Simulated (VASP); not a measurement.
# Nb16H (a cell with a defect) in VASP: notebook

Nb16H (a cell with a defect) is run at these levels: PBE; tasks: single point.

All numbers are computed with VASP 6.6.1; they aren't measurements. Logs are shortened: lines on timing, memory, paths and dates and some standing lists are left out, and cuts for length are marked.

## Step 1: The cell of the first run

The cell holds a defect, 17 atoms: a = 6.600 Å, b = 6.600 Å, c = 6.600 Å, α = 90.00°, β = 90.00°, γ = 90.00°.

## Step 2: Single point, PBE

File INCAR:

```
ALGO = Normal
EDIFF = 1E-6
ENCUT = 520
GGA = PE
ISIF = 2
ISMEAR = 0
LASPH = T
LCHARG = T
LELF = T
LREAL = Auto
LVHAR = T
LWAVE = F
NBANDS = 118
NELM = 100
PREC = Accurate
SIGMA = 0.05
```

File KPOINTS:

```
k-points
0
Gamma
  3 3 3
```

File POSCAR:

```
Nb16H
1.0
    6.6000000000      0.0000000000      0.0000000000
    0.0000000000      6.6000000000      0.0000000000
    0.0000000000      0.0000000000      6.6000000000
Nb H
16 1
Direct
    0.0001795455     -0.0012748485      0.0004574242
    0.5058204545     -0.0065098485      0.0004021212
    0.0001053030      0.5004843939      0.0004496970
   -0.0023633333     -0.0004287879      0.5004339394
    0.2443800000      0.2496242424      0.2564995455
    0.5057680303      0.5056113636      0.0003777273
    0.4983748485     -0.0003981818      0.5004224242
    0.7499274242      0.2495663636      0.2513369697
   -0.0024295455      0.4996928788      0.5004286364
    0.2517443939      0.7495998485      0.2503792424
    0.2444162121      0.2496474242      0.7444368182
    0.4983483333      0.4995995455      0.5004071212
    0.7525289394      0.7495862121      0.2504653030
    0.7500010606      0.2495742424      0.7495031818
    0.2517745455      0.7496153030      0.7504686364
    0.7525998485      0.7495930303      0.7503096970
    0.3751674242      0.2494748485      0.0005278788
```

Potentials or basis: VASP PAW PBE potentials, release 64 (Nb_sv, H).

Started as:

```sh
cat potpaw_PBE.64/Nb_sv/POTCAR potpaw_PBE.64/H/POTCAR > POTCAR
mpirun -np 1 vasp_std > vasp.out
```

OUTCAR:

```text
EDIFF = 1E-6
   ENCUT = 520
   GGA = PE
   ISIF = 2
   ISMEAR = 0
   LASPH = T
   LREAL = Auto
   NELM = 100
   PREC = Accurate

 ion  position               nearest neighbor table
   1  0.000  0.999  0.000-  13 2.85  16 2.85  10 2.86  15 2.86   5 2.86  11 2.86   8 2.87  14 2.87

   2  0.506  0.993  0.000-  17 1.90  13 2.82  16 2.82  15 2.85  10 2.85   8 2.86  14 2.86  11 2.95
                             5 2.95
   3  0.000  0.500  0.000-  13 2.85  16 2.85  10 2.86  15 2.86  11 2.86   5 2.86  14 2.87   8 2.87

   4  0.998  1.000  0.500-   5 2.82  11 2.82  16 2.84  13 2.84  14 2.85   8 2.85  15 2.87  10 2.87

   5  0.244  0.250  0.256-  17 1.90   4 2.82   9 2.82  12 2.85   7 2.85   1 2.86   3 2.86   6 2.95
                             2 2.95
   6  0.506  0.506  0.000-  17 1.90  13 2.82  16 2.82  15 2.85  10 2.85  14 2.86   8 2.86  11 2.95
                             5 2.95
   7  0.498  1.000  0.500-  15 2.85  10 2.85   5 2.85  11 2.85   8 2.86  14 2.86  16 2.87  13 2.87

   8  0.750  0.250  0.251-   4 2.85   9 2.85   7 2.86  12 2.86   2 2.86   6 2.86   1 2.87   3 2.87

   9  0.998  0.500  0.500-   5 2.82  11 2.82  16 2.84  13 2.84  14 2.85   8 2.85  10 2.87  15 2.87

  10  0.252  0.750  0.250-  12 2.85   7 2.85   2 2.85   6 2.85   1 2.86   3 2.86   9 2.87   4 2.87

  11  0.244  0.250  0.744-  17 1.90   4 2.82   9 2.82  12 2.85   7 2.85   3 2.86   1 2.86   6 2.95
                             2 2.95
  12  0.498  0.500  0.500-  10 2.85  15 2.85   5 2.85  11 2.85   8 2.86  14 2.86  13 2.87  16 2.87

  13  0.753  0.750  0.250-   2 2.82   6 2.82   9 2.84   4 2.84   3 2.85   1 2.85  12 2.87   7 2.87

  14  0.750  0.250  0.750-   4 2.85   9 2.85   7 2.86  12 2.86   6 2.86   2 2.86   3 2.87   1 2.87

  15  0.252  0.750  0.750-   7 2.85  12 2.85   2 2.85   6 2.85   1 2.86   3 2.86   4 2.87   9 2.87

  16  0.753  0.750  0.750-   2 2.82   6 2.82   9 2.84   4 2.84   3 2.85   1 2.85   7 2.87  12 2.87

  17  0.375  0.249  0.001-   2 1.90   5 1.90   6 1.90  11 1.90

  LATTYP: Found a simple cubic cell.
 ALAT       =     6.6000000000

  Lattice vectors:

 A1 = (   6.6000000000,   0.0000000000,   0.0000000000)
 A2 = (   0.0000000000,   6.6000000000,   0.0000000000)
 A3 = (   0.0000000000,   0.0000000000,   6.6000000000)

Analysis of symmetry for initial positions (statically):
=====================================================================
 Subroutine PRICEL returns:
 Original cell was already a primitive cell.

 Routine SETGRP: Setting up the symmetry group for a
 simple cubic supercell.

 Subroutine GETGRP returns: Found  1 space group operations
 (whereof  1 operations were pure point group operations)
 out of a pool of 48 trial point group operations.

The static configuration has the point symmetry C_1 .

Analysis of symmetry for dynamics (positions and initial velocities):
=====================================================================
 Subroutine PRICEL returns:
 Original cell was already a primitive cell.

 Routine SETGRP: Setting up the symmetry group for a
 simple cubic supercell.

 Subroutine GETGRP returns: Found  1 space group operations
 (whereof  1 operations were pure point group operations)
 out of a pool of 48 trial point group operations.

The dynamic configuration has the point symmetry C_1 .

 Subroutine INISYM returns: Found  1 space group operations
 (whereof  1 operations are pure point group operations),
 and found     1 'primitive' translations

----------------------------------------------------------------------------------------

                                     Primitive cell

  volume of cell :     287.4960

  direct lattice vectors                    reciprocal lattice vectors
     6.600000000  0.000000000  0.000000000     0.151515152  0.000000000  0.000000000
     0.000000000  6.600000000  0.000000000     0.000000000  0.151515152  0.000000000
     0.000000000  0.000000000  6.600000000     0.000000000  0.000000000  0.151515152

  length of vectors
     6.600000000  6.600000000  6.600000000     0.151515152  0.151515152  0.151515152

  position of ions in fractional coordinates (direct lattice)
     0.000179546  0.998725151  0.000457424
     0.505820454  0.993490151  0.000402121
     0.000105303  0.500484394  0.000449697
     0.997636667  0.999571212  0.500433939
     0.244380000  0.249624242  0.256499545
     0.505768030  0.505611364  0.000377727
[... 9 lines left out ...]
     0.752599848  0.749593030  0.750309697
     0.375167424  0.249474849  0.000527879

  ion indices of the primitive-cell ions
   primitive index   ion index
                 1           1
                 2           2
                 3           3
                 4           4
                 5           5
                 6           6
[... 9 lines left out ...]
                16          16
                17          17

----------------------------------------------------------------------------------------

 KPOINTS: k-points

Automatic generation of k-mesh.
 Grid dimensions read from file:
 generate k-points for:    3    3    3

 Generating k-lattice:

  Cartesian coordinates                     Fractional coordinates (reciprocal lattice)
     0.050505051  0.000000000  0.000000000     0.333333333  0.000000000  0.000000000
     0.000000000  0.050505051  0.000000000     0.000000000  0.333333333  0.000000000
     0.000000000  0.000000000  0.050505051     0.000000000  0.000000000  0.333333333

  Length of vectors
     0.050505051  0.050505051  0.050505051

  Shift w.r.t. Gamma in fractional coordinates (k-lattice)
     0.000000000  0.000000000  0.000000000

 Subroutine IBZKPT returns following result:
 ===========================================

 Found     14 irreducible k-points:

 Following reciprocal coordinates:
            Coordinates               Weight
  0.000000  0.000000  0.000000      1.000000
  0.333333  0.000000  0.000000      2.000000
  0.000000  0.333333  0.000000      2.000000
  0.000000  0.000000  0.333333      2.000000
  0.333333  0.333333  0.000000      2.000000
  0.000000  0.333333  0.333333      2.000000
  0.333333  0.000000  0.333333      2.000000
 -0.333333  0.333333  0.000000      2.000000
 -0.333333  0.000000  0.333333      2.000000
  0.000000 -0.333333  0.333333      2.000000
  0.333333  0.333333  0.333333      2.000000
 -0.333333  0.333333  0.333333      2.000000
 -0.333333 -0.333333  0.333333      2.000000
  0.333333 -0.333333  0.333333      2.000000
   k-points           NKPTS =     14   k-points in BZ     NKDIM =     14   number of bands    NBANDS=    118
   number of dos      NEDOS =    301   number of ions     NIONS =     17
   total plane-waves  NPLWV = 125000
   dimension x,y,z NGX =    50 NGY =   50 NGZ =   50
   dimension x,y,z NGXF=   100 NGYF=  100 NGZF=  100
   ions per type =              16   1
   NGX,Y,Z   is equivalent  to a cutoff of  12.59, 12.59, 12.59 a.u.
   NGXF,Y,Z  is equivalent  to a cutoff of  25.19, 25.19, 25.19 a.u.
 SYSTEM =  unknown system
   PREC   = accura    normal or accurate (medium, high low for compatibility)
   ISTART =      0    job   : 0-new  1-cont  2-samecut
   ICHARG =      2    charge: 1-file 2-atom 10-const
   ISPIN  =      1    spin polarized calculation?
   LNONCOLLINEAR =      F non collinear calculations
   LSORBIT =      F    spin-orbit coupling
   LASPH  =      T    aspherical Exc in radial PAW
   ENCUT  =  520.0 eV  38.22 Ry    6.18 a.u.  12.27 12.27 12.27*2*pi/ulx,y,z
   NELM   =    100;   NELMIN=  2; NELMDL= -5     # of ELM steps
   EDIFF  = 0.1E-05   stopping-criterion for ELM
   LREAL  =      T    real-space projection
   EDIFFG = 0.1E-04   stopping-criterion for IOM
   NSW    =      0    number of steps for IOM
   IBRION =     -1    ionic relax: 0-MD 1-quasi-New 2-CG
   NFREE  =      0    steps in history (QN), initial steepest desc. (CG)
   ISIF   =      2    stress and relaxation
   ISYM   =      2    0-nonsym 1-usesym 2-fastsym
   POTIM  = 0.5000    time-step for ionic-motion
   TEBEG  =    0.0;   TEEND  =   0.0 temperature during run
   PSTRESS=    0.0 pullay stress
   NELECT =     209.0000    total number of electrons
   NUPDOWN=      -1.0000    fix difference up-down
   EMIN   =  10.00;   EMAX   =-10.00  energy-range for DOS
   EFERMI =   0.00;   METHOD = LEGACY
   ISMEAR =     0;   SIGMA  =   0.05  broadening in eV -4-tet -1-fermi 0-gaus
   EFERMI_NEDOS =   21; number of points for ismear=-14 and -15
   IALGO  =     38    algorithm
   IMIX   =      4    mixing-type and parameters
     AMIX     =   0.40;   BMIX     =  1.00
     AMIX_MAG =   1.60;   BMIX_MAG =  1.00
  volume/ion in A,a.u.               =      16.91       114.12
  Fermi-wavevector in a.u.,A,eV,Ry     =   1.472018  2.781710 29.481589  2.166836
  Thomas-Fermi vector in A             =   2.587083
   LORBIT       =      0    0 simple, 1 ext, 2 COOP (PROOUT), +10 PAW based schemes
   GGA     = PE    functional components
   LHFCALC =     F    Hartree Fock is set to
   AEXX    =    0.0000 exact exchange contribution
   IVDW    =     0    specifies the selected vdW correction
   LEPSILON=     F    determine dielectric tensor
   LRPA    =     F    only Hartree local field effects (RPA)
 non-spin polarized calculation
 Gauss-broadening in eV      SIGMA  =   0.05
  energy-cutoff  :      520.00
  volume of cell :      287.50
 maximum number of plane-waves:      7809
 NGX is ok and might be reduce to    50
   NGX = 25   NGY = 25   NGZ = 25

 number of electron     209.0000019 magnetization

 Free energy of the ion-electron system (eV)
  ---------------------------------------------------
  ext. energy  EPLUGINS =         0.00000000
  ---------------------------------------------------
  free energy    TOTEN  =      -167.48057484 eV

  energy without entropy =     -167.46794924  energy(sigma->0) =     -167.47426204

 E-fermi :  11.2476     XC(G=0): -12.5427

 val. band max:       11.2296724001   @ k =   0.3333   0.0000   0.0000
 cond. band min:      11.2783409125   @ k =  -0.3333   0.3333   0.0000
 fundamental gap:      0.0486685124
 Fermi energy:        11.2476072509

 k-point     1 :       0.0000    0.0000    0.0000
  band No.  band energies     occupation
      1     -43.0812      2.00000
      2     -42.8962      2.00000
      3     -42.8825      2.00000
      4     -42.8822      2.00000
      5     -42.8608      2.00000
      6     -42.8453      2.00000
[... 108 lines left out ...]
    115      13.5437      0.00000
    116      13.5477      0.00000
[... 1545 lines left out ...]
    115      13.6684      0.00000
    116      13.7230      0.00000
 [bands above 116 left out]

------------------------ aborting loop because EDIFF is reached ----------------------------------------

  FORCE on cell =-STRESS in cart. coord.  units (eV):
  Direction    XX          YY          ZZ          XY          YZ          ZX
  --------------------------------------------------------------------------------------
  -------------------------------------------------------------------------------------
  Total        3.6401750      4.0752288      4.0698212     -0.0043993      0.0013878     -0.0030223
  in kB       20.2862154     22.7107134     22.6805771     -0.0245168      0.0077338     -0.0168426
  external PRESSURE =      21.8925020 kB  Pullay stress =       0.0000000 kB

 VOLUME and BASIS-vectors are now :
 -----------------------------------------------------------------------------
  energy-cutoff  :      520.00
  volume of cell :      287.50
      direct lattice vectors                 reciprocal lattice vectors
     6.600000000  0.000000000  0.000000000     0.151515152  0.000000000  0.000000000
     0.000000000  6.600000000  0.000000000     0.000000000  0.151515152  0.000000000
     0.000000000  0.000000000  6.600000000     0.000000000  0.000000000  0.151515152

 POSITION                                       TOTAL-FORCE (eV/Angst)
 -----------------------------------------------------------------------------------
      0.00119      6.59159      0.00302        -0.004194      0.002566     -0.001595
      3.33841      6.55703      0.00265        -0.003299     -0.000518      0.000864
      0.00069      3.30320      0.00297        -0.000929     -0.004065     -0.001999
      6.58440      6.59717      3.30286        -0.006028     -0.009354      0.000398
      1.61291      1.64752      1.69290         0.000392     -0.000975      0.001027
      3.33807      3.33703      0.00249        -0.001954      0.001554      0.001398
[... 9 lines left out ...]
      4.96716      4.94731      4.95204         0.001171     -0.000313     -0.007024
      2.47610      1.64653      0.00348        -0.000995      0.002943     -0.002326
 -----------------------------------------------------------------------------------
    total drift:                               -0.006993      0.001334     -0.000947

  FREE ENERGIE OF THE ION-ELECTRON SYSTEM (eV)
  ---------------------------------------------------
  free  energy   TOTEN  =      -167.4805748399 eV

  energy  without entropy=     -167.4679492369  energy(sigma->0) =     -167.47426204
```

Wall time 20 min (1 thread of AMD EPYC 7R43 (Zen 3), shared host); peak memory 0.47 GiB.

Results:

| Item | Value |
| --- | --- |
| Free energy | -167.4806 eV |
| Pressure | 2.2 GPa |
| Largest force | 0.014 eV/Å |
| Band gap on the k mesh | zero (an odd number of electrons rules out a gap without spin polarisation) |

Forces in eV/Å, atoms in the order of the input:
```
Nb  -0.004  0.003 -0.002
Nb  -0.003 -0.001  0.001
Nb  -0.001 -0.004 -0.002
Nb  -0.006 -0.009  0.000
Nb   0.000 -0.001  0.001
Nb  -0.002  0.002  0.001
Nb  -0.001 -0.010  0.000
Nb   0.008  0.001 -0.005
Nb  -0.004  0.008  0.000
Nb   0.001  0.000  0.013
Nb   0.002 -0.002 -0.001
Nb  -0.001  0.010  0.000
Nb   0.004 -0.001  0.009
Nb   0.005  0.002  0.006
Nb   0.001  0.000 -0.013
Nb   0.001  0.000 -0.007
H   -0.001  0.003 -0.002
```

## Step 3: Single point, PBE

File INCAR:

```
SYSTEM = Nb16H
  ALGO = Normal
  EDIFF = 1E-7
  ENCUT = 520
  GGA = PE
  ISIF = 2
  ISMEAR = 0
  LASPH = .TRUE.
  LCHARG = .TRUE.
  LELF = .TRUE.
  LREAL = Auto
  LVHAR = .TRUE.
  LWAVE = .FALSE.
  NBANDS = 118
  NELM = 60
  PREC = Accurate
  SIGMA = 0.05
```

File KPOINTS:

```
k-points
0
G
  3 3 3
  0 0 0
```

File POSCAR:

```
Nb16H
1.0
    6.6000000000      0.0000000000      0.0000000000
    0.0000000000      6.6000000000      0.0000000000
    0.0000000000      0.0000000000      6.6000000000
Nb H
16 1
Direct
   -0.0065179458     -0.0052728673      0.0004513769
    0.5056556446     -0.0052677780      0.0004559648
   -0.0013220884      0.5002049011      0.0005405574
   -0.0003235452      0.0018110917      0.5005230652
    0.2496241005      0.2558761655      0.2566575590
    0.5005321354      0.5002482642      0.0005444962
    0.4995341564      0.0018158936      0.5005136528
    0.7496060101      0.2486555635      0.2505680317
   -0.0003900414      0.5026820528      0.5005137578
    0.2495786328      0.7502768943      0.2512925577
    0.2496262157      0.2558344992      0.7444878766
    0.4996561628      0.5027230846      0.5005082360
    0.7496087698      0.7478918471      0.2505112371
    0.7496086069      0.2486640298      0.7504399085
    0.2495804487      0.7502021193      0.7497096382
    0.7496059352      0.7478257268      0.7504249286
    0.2495757020      0.1254118118      0.0006932556
```

Potentials or basis: VASP PAW PBE potentials, release 64 (Nb_sv, H).

Started as:

```sh
cat potpaw_PBE.64/Nb_sv/POTCAR potpaw_PBE.64/H/POTCAR > POTCAR
mpirun -np 1 vasp_std > vasp.out
```

It took 31 min on 1 thread of Intel Xeon 8259CL, shared host; peak memory 0.53 GiB.

The run converged. Its results:

| Quantity | Value |
| --- | --- |
| Free energy | -167.4806 eV |
| Pressure | 2.2 GPa |
| Largest force | 0.017 eV/Å |
| Band gap on the k mesh | zero (an odd number of electrons rules out a gap without spin polarisation) |

Forces on the atoms (eV/Å):
```
Nb   0.004 -0.006  0.003
Nb   0.000 -0.007  0.002
Nb   0.006  0.003 -0.001
Nb  -0.015  0.007 -0.002
Nb  -0.001  0.003  0.001
Nb  -0.007  0.001 -0.002
Nb   0.015  0.007 -0.001
Nb   0.000 -0.002  0.006
Nb  -0.012  0.005  0.001
Nb   0.001 -0.001  0.003
Nb  -0.001  0.002  0.000
Nb   0.011  0.003  0.001
Nb  -0.001 -0.006  0.011
Nb   0.000 -0.005 -0.005
Nb   0.002  0.002 -0.002
Nb  -0.001 -0.003 -0.009
H   -0.001 -0.004 -0.005
```

Stress tensor (GPa, compression positive):
```
2.27 0.00 0.00
0.00 2.03 0.00
0.00 0.00 2.27
```

Levels at points of the mesh, in eV from the Fermi level:
| k point | band 101 | band 102 | band 103 | band 104 | band 105 | band 106 |
| --- | --- | --- | --- | --- | --- | --- |
| (0.00, 0.00, 0.00) | 0.65 | 0.89 | 0.91 | 0.91 | 0.93 | 0.93 |

(Continued in part 2 of 2.)

The gap in the log of VASP goes by the Fermi energy; the results here count the filled bands.